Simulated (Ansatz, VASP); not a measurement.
InSb: VASP beside Ansatz

INCAR

```
SYSTEM = InSb
PREC = Accurate ; ENCUT = 500
EDIFF = 1E-6 ; ISMEAR = 0
SIGMA = 0.05 ; LREAL = .FALSE.
LASPH = .TRUE. ; NELM = 120
ALGO = Normal ; ISIF = 2
LWAVE = .FALSE. ; LCHARG = .TRUE.
GGA = PE ; IVDW = 13
LELF = .TRUE. ; LVHAR = .TRUE.
NBANDS = 16 ; GGA_COMPAT = .FALSE.
```

The input KPOINTS:

```
regular mesh
0
G
  6 6 6
  0 0 0
```

Contents of POSCAR:

```
InSb
1.0
    0.0000000000      3.2487385291      3.2487385291
    3.2487385291      0.0000000000      3.2487385291
    3.2487385291      3.2487385291      0.0000000000
In Sb
1 1
Direct
    0.0000000000      0.0000000000      0.0000000000
    0.7500000000      0.7500000000      0.7500000000
```

Input for Ansatz:

```yaml
crystal:
  lattice:
    - [0.0, 3.2487385291, 3.2487385291]
    - [3.2487385291, 0.0, 3.2487385291]
    - [3.2487385291, 3.2487385291, 0.0]
  atoms:
    - { symbol: In, position: [0.0, 0.0, 0.0] }
    - { symbol: Sb, position: [0.75, 0.75, 0.75] }
basis:
  ecutwfc: 420
  ecutrho_ratio: 4
kpoints:
  mp_grid: { grid: [6, 6, 6] }
hamiltonian:
  xc: pbe
  dispersion: d4
scf:
  occupations: { method: gaussian, width: 0.05 }
output:
  forces: true
  stress: true
  eigenvalues: true
```

Alike in both runs: task single point; functional PBE; dispersion D4; k mesh 6 × 6 × 6; occupations gaussian, width 0.05 eV; no spin polarisation.

|  | VASP | Ansatz |
| --- | --- | --- |
| version | VASP 6.6.1 | Ansatz 0.2.0 |
| potentials or method | VASP PAW PBE potentials, release 64 (In_d, Sb), cutoff 500 eV | scalar-relativistic, plane waves, PAW |
| valence electrons in the cell | 18 | 28 |

```tsv
	VASP	Ansatz	Ansatz less VASP
gap on the k mesh at the Fermi level (eV)	none	none	-
pressure (GPa)	0.9	0.9	+0.02
```

A gap of «none» marks a metal or a gap that the smearing closes. VASP's potentials hold 18 valence electrons a cell and Ansatz's 28, so a difference there can come from the potentials and not from the codes.

Neither program's run includes spin-orbit coupling.
